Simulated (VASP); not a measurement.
# Bi2Te3 (R-3m) in VASP: a series of runs

The runs below take Bi2Te3 through single point, with PBE.

All numbers are computed with VASP 6.6.1; they aren't measurements. Logs are shortened: lines on timing, memory, paths and dates and some standing lists are left out, and cuts for length are marked.

**1. The cell of the first run**

Symmetry: R-3m, No. 166, trigonal system. Conventional cell: a = 4.391 Å, b = 4.391 Å, c = 31.204 Å, α = 90.00°, β = 90.00°, γ = 120.00°. Within 4.0 Å of Bi (site symmetry 3m) lie 6 Te at 3.06 to 3.25 Å. Te (site symmetry 3m) has 3 Bi at 3.06 Å and 3 Te at 3.86 Å within 4.0 Å. Te (site symmetry -3m) has 6 Bi at 3.25 Å and 12 Te at 4.39 to 4.53 Å within 4.6 Å.

**2. Single point, PBE (uniaxial z strain -0.5%)**

Input file INCAR:

```
SYSTEM = Bi2Te3
PREC = Accurate
ENCUT = 520
EDIFF = 1E-7
ISMEAR = -1
SIGMA = 0.02
LREAL = .False.
LASPH = .True.
NELM = 80
ALGO = Normal
ISIF = 2
LWAVE = .False.
LCHARG = .False.
GGA = PE
NBANDS = 32
```

Input file KPOINTS:

```
Automatic mesh
0
Gamma
  8 8 8
  0 0 0
```

Input file POSCAR:

```
Bi2Te3
1.0
    2.1957255919      1.2677027616     10.4012764604
   -2.1957255919      1.2677027616     10.4012764604
    0.0000000000     -2.5354055231     10.4012764604
Bi Te
2 3
Direct
    0.3985326064      0.3985326064      0.3985326064
    0.6014673936      0.6014673936      0.6014673936
    0.2131997963      0.2131997963      0.2131997963
    0.7868002037      0.7868002037      0.7868002037
    0.0000000000      0.0000000000      0.0000000000
```

Potentials or basis: VASP PAW PBE potentials, release 64 (Bi_d, Te).

Run with:

```
> cat potpaw_PBE.64/Bi_d/POTCAR potpaw_PBE.64/Te/POTCAR > POTCAR
> mpirun -np 1 vasp_std > vasp.out
```

OUTCAR:

```text
SYSTEM = Bi2Te3
   PREC = Accurate
   ENCUT = 520
   EDIFF = 1E-7
   ISMEAR = -1
   LREAL = .False.
   LASPH = .True.
   NELM = 80
   ISIF = 2
   GGA = PE

 ion  position               nearest neighbor table
   1  0.399  0.399  0.399-   4 3.06   4 3.06   4 3.06   5 3.25   5 3.25   5 3.25
   2  0.601  0.601  0.601-   3 3.06   3 3.06   3 3.06   5 3.25   5 3.25   5 3.25
   3  0.213  0.213  0.213-   2 3.06   2 3.06   2 3.06
   4  0.787  0.787  0.787-   1 3.06   1 3.06   1 3.06
   5  0.000  0.000  0.000-   2 3.25   2 3.25   1 3.25   1 3.25   2 3.25   1 3.25

  LATTYP: Found a trigonal (rhomboedric) cell.
 ALAT       =    10.7058317366
 COS(alpha) =     0.9158710833

  Lattice vectors:

 A1 = (   2.1957255919,   1.2677027616,  10.4012764604)
 A2 = (  -2.1957255919,   1.2677027616,  10.4012764604)
 A3 = (   0.0000000000,  -2.5354055231,  10.4012764604)

Analysis of symmetry for initial positions (statically):
=====================================================================
 Subroutine PRICEL returns:
 Original cell was already a primitive cell.

 Routine SETGRP: Setting up the symmetry group for a
 trigonal (rhombohedral) supercell.

 Subroutine GETGRP returns: Found 12 space group operations
 (whereof 12 operations were pure point group operations)
 out of a pool of 12 trial point group operations.

The static configuration has the point symmetry D_3d.

Analysis of symmetry for dynamics (positions and initial velocities):
=====================================================================
 Subroutine PRICEL returns:
 Original cell was already a primitive cell.

 Routine SETGRP: Setting up the symmetry group for a
 trigonal (rhombohedral) supercell.

 Subroutine GETGRP returns: Found 12 space group operations
 (whereof 12 operations were pure point group operations)
 out of a pool of 12 trial point group operations.

The dynamic configuration has the point symmetry D_3d.

 Subroutine INISYM returns: Found 12 space group operations
 (whereof 12 operations are pure point group operations),
 and found     1 'primitive' translations

----------------------------------------------------------------------------------------

                                     Primitive cell

  volume of cell :     173.7134

[... 90 lines left out ...]
   LSORBIT =      F    spin-orbit coupling
   LASPH  =      T    aspherical Exc in radial PAW
   ENCUT  =  520.0 eV  38.22 Ry    6.18 a.u.  19.91 19.91 19.91*2*pi/ulx,y,z
   NELM   =     80;   NELMIN=  2; NELMDL= -5     # of ELM steps
   EDIFF  = 0.1E-06   stopping-criterion for ELM
   LREAL  =      F    real-space projection
   EDIFFG = 0.1E-05   stopping-criterion for IOM
   NSW    =      0    number of steps for IOM
   IBRION =     -1    ionic relax: 0-MD 1-quasi-New 2-CG
   NFREE  =      0    steps in history (QN), initial steepest desc. (CG)
   ISIF   =      2    stress and relaxation
   ISYM   =      2    0-nonsym 1-usesym 2-fastsym
   POTIM  = 0.5000    time-step for ionic-motion
   TEBEG  =    0.0;   TEEND  =   0.0 temperature during run
   PSTRESS=    0.0 pullay stress
   NELECT =      48.0000    total number of electrons
   NUPDOWN=      -1.0000    fix difference up-down
   EMIN   =  10.00;   EMAX   =-10.00  energy-range for DOS
   EFERMI =   0.00;   METHOD = LEGACY
   ISMEAR =    -1;   SIGMA  =   0.02  broadening in eV -4-tet -1-fermi 0-gaus
   EFERMI_NEDOS =   21; number of points for ismear=-14 and -15
   IALGO  =     38    algorithm
   IMIX   =      4    mixing-type and parameters
     AMIX     =   0.40;   BMIX     =  1.00
     AMIX_MAG =   1.60;   BMIX_MAG =  1.00
  volume/ion in A,a.u.               =      34.74       234.46
  Fermi-wavevector in a.u.,A,eV,Ry     =   1.066295  2.015006 15.469626  1.136985
  Thomas-Fermi vector in A             =   2.201875
   LORBIT       =      0    0 simple, 1 ext, 2 COOP (PROOUT), +10 PAW based schemes
   GGA     = PE    functional components
   LHFCALC =     F    Hartree Fock is set to
   AEXX    =    0.0000 exact exchange contribution
   IVDW    =     0    specifies the selected vdW correction
   LEPSILON=     F    determine dielectric tensor
   LRPA    =     F    only Hartree local field effects (RPA)
 non-spin polarized calculation
  energy-cutoff  :      520.00
  volume of cell :      173.71
 maximum number of plane-waves:      4701
   NGX = 39   NGY = 39   NGZ = 39

 number of electron      48.0000002 magnetization

 Free energy of the ion-electron system (eV)
  ---------------------------------------------------
  ext. energy  EPLUGINS =         0.00000000
  ---------------------------------------------------
  free energy    TOTEN  =       -18.36615756 eV

  energy without entropy =      -18.36615749  energy(sigma->0) =      -18.36615753

 E-fermi :   5.9955     XC(G=0):  -9.1879

 val. band max:        5.7932136525   @ k =   0.0000   0.0000   0.0000
 cond. band min:       6.1973763086   @ k =   0.0000   0.0000   0.0000
 fundamental gap:      0.4041626561
 Fermi energy:         5.9955353796

 k-point     1 :       0.0000    0.0000    0.0000
  band No.  band energies     occupation
      1     -17.3035      2.00000
      2     -17.3035      2.00000
      3     -17.3021      2.00000
      4     -17.3021      2.00000
      5     -17.2955      2.00000
      6     -17.2943      2.00000
[... 829 lines left out ...]
     31       9.8270      0.00000
     32      11.3642      0.00000

 [... further k-points ...]

------------------------ aborting loop because EDIFF is reached ----------------------------------------

  FORCE on cell =-STRESS in cart. coord.  units (eV):
  Direction    XX          YY          ZZ          XY          YZ          ZX
  --------------------------------------------------------------------------------------
  -------------------------------------------------------------------------------------
  Total        1.8979620      1.8979620      1.7642928      0.0000000      0.0000000      0.0000000
  in kB       17.5051043     17.5051043     16.2722594      0.0000000      0.0000000      0.0000000
  external PRESSURE =      17.0941560 kB  Pullay stress =       0.0000000 kB

 VOLUME and BASIS-vectors are now :
 -----------------------------------------------------------------------------
  energy-cutoff  :      520.00
  volume of cell :      173.71
      direct lattice vectors                 reciprocal lattice vectors
     2.195725592  1.267702762 10.401276460     0.227715158  0.131471408  0.032047349
    -2.195725592  1.267702762 10.401276460    -0.227715158  0.131471408  0.032047349
     0.000000000 -2.535405523 10.401276460     0.000000000 -0.262942815  0.032047349

 POSITION                                       TOTAL-FORCE (eV/Angst)
 -----------------------------------------------------------------------------------
      0.00000      0.00000     12.43574         0.000000     -0.000000     -0.067139
      0.00000      0.00000     18.76809         0.000000      0.000000      0.067139
      0.00000      0.00000      6.65265         0.000000     -0.000000     -0.180876
      0.00000      0.00000     24.55118         0.000000      0.000000      0.180876
      0.00000      0.00000      0.00000         0.000000      0.000000     -0.000000
 -----------------------------------------------------------------------------------
    total drift:                                0.000000      0.000000      0.000000

  FREE ENERGIE OF THE ION-ELECTRON SYSTEM (eV)
  ---------------------------------------------------
  free  energy   TOTEN  =       -18.3661575643 eV

  energy  without entropy=      -18.3661574859  energy(sigma->0) =      -18.36615753
```

Wall time 46 min (1 thread of Oxide Virtual Turin-like, shared host); peak memory 1 GiB.

Results:

| Item | Value |
| --- | --- |
| Free energy | -18.3662 eV |
| Pressure | 1.7 GPa |
| Largest force | 0.181 eV/Å |
| Band gap on the k mesh | 0.40 eV |

Forces on the atoms (eV/Å):
```
Bi   0.000  0.000 -0.067
Bi   0.000  0.000  0.067
Te   0.000  0.000 -0.181
Te   0.000  0.000  0.181
Te   0.000  0.000  0.000
```

Caveat: the cell differs from its parent crystal (uniaxial z strain -0.5%); spin-orbit coupling is left out, which moves the levels of the heavy elements. A k mesh can miss the band edges.

**3. Single point, PBE**

This run uses another cell than the first one, of 34.92 Å³/atom.

Input file INCAR:

```
SYSTEM = Bi2Te3
  PREC = Accurate
  ENCUT = 520
  EDIFF = 1E-6
  ISMEAR = -1
  SIGMA = 0.02
  LREAL = .False.
  LASPH = .True.
  NELM = 100
  ALGO = Normal
  ISIF = 2
  LWAVE = .False.
  LCHARG = .False.
  GGA = PE
  NBANDS = 32
```

KPOINTS is that of step 2.

Input file POSCAR:

```
Bi2Te3
1.0
    2.1957255919      1.2677027616     10.4535441813
   -2.1957255919      1.2677027616     10.4535441813
    0.0000000000     -2.5354055231     10.4535441813
Bi Te
2 3
Direct
    0.3983611987      0.3983611987      0.3983611987
    0.6016388013      0.6016388013      0.6016388013
    0.2135932505      0.2135932505      0.2135932505
    0.7864067495      0.7864067495      0.7864067495
    0.0000000000      0.0000000000      0.0000000000
```

Potentials or basis: VASP PAW PBE potentials, release 64 (Bi_d, Te).

Run with:

```
> cat potpaw_PBE.64/Bi_d/POTCAR potpaw_PBE.64/Te/POTCAR > POTCAR
> mpirun -np 1 vasp_std > vasp.out
```

It took 43 min on 1 thread of Oxide Virtual Turin-like, shared host; peak memory 1.1 GiB.

The run converged. Its results:

```
Free energy            : -18.3711 eV
Pressure               : 1.6 GPa
Largest force          : 0.176 eV/Å
Band gap on the k mesh : 0.43 eV
```

Forces in eV/Å, atoms in the order of the input:
```
Bi   0.000  0.000 -0.069
Bi   0.000  0.000  0.069
Te   0.000  0.000 -0.176
Te   0.000  0.000  0.176
Te   0.000  0.000  0.000
```

Stress tensor (GPa, compression positive):
```
1.64 0.00 0.00
0.00 1.64 0.00
0.00 0.00 1.46
```

Levels at points of the mesh, in eV from the valence-band top:
```csv
k point,band 20,band 21,band 22,band 23,band 24,band 25,band 26,band 27,band 28,band 29
"(0.00, 0.00, 0.00)",-1.48,-1.48,-0.74,-0.74,0.00,0.43,0.93,0.93,2.00,2.20
"(0.50, 0.00, 0.00)",-2.83,-2.64,-2.01,-0.84,-0.53,0.76,1.44,2.71,2.91,3.46
"(0.50, 0.50, 0.00)",-2.32,-1.75,-1.70,-1.22,-0.98,1.18,1.47,2.12,2.79,3.03
"(0.50, 0.50, 0.50)",-1.32,-1.32,-0.91,-0.91,-0.31,0.77,1.23,1.23,1.87,1.90
```

Caveat: spin-orbit coupling is left out, which moves the levels of the heavy elements. A k mesh can miss the band edges.
